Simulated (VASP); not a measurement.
Here is a VASP 6.6.1 calculation.

Contents of INCAR:

```
  PREC = Accurate
  ENCUT = 520
  EDIFF = 1E-6
  ISMEAR = 1
  SIGMA = 0.1
  LREAL = F
  LASPH = T
  NELM = 100
  ALGO = Normal
  ISIF = 2
  LWAVE = F
  LCHARG = F
  GGA = PE
  NBANDS = 11
```

Contents of KPOINTS:

```
Automatic mesh
0
Gamma
  25 25 25
```

Contents of POSCAR:

```
Ca
1.0
    0.0000000000      2.7629864120      2.7629864120
    2.7629864120      0.0000000000      2.7629864120
    2.7629864120      2.7629864120      0.0000000000
Ca
1
Direct
    0.0000000000      0.0000000000      0.0000000000
```

Potentials or basis: VASP PAW PBE potentials, release 64 (Ca_sv).

Launch:

```sh
$ cat potpaw_PBE.64/Ca_sv/POTCAR > POTCAR
$ mpirun -np 1 vasp_std > vasp.out
```

(1) Estimate the band gap on the k mesh.

(2) Predict the pressure.

Answers

(1) zero (band 5 reaches 2.14 eV, above the bottom of band 6 at 1.81 eV).

(2) 0.0 GPa.
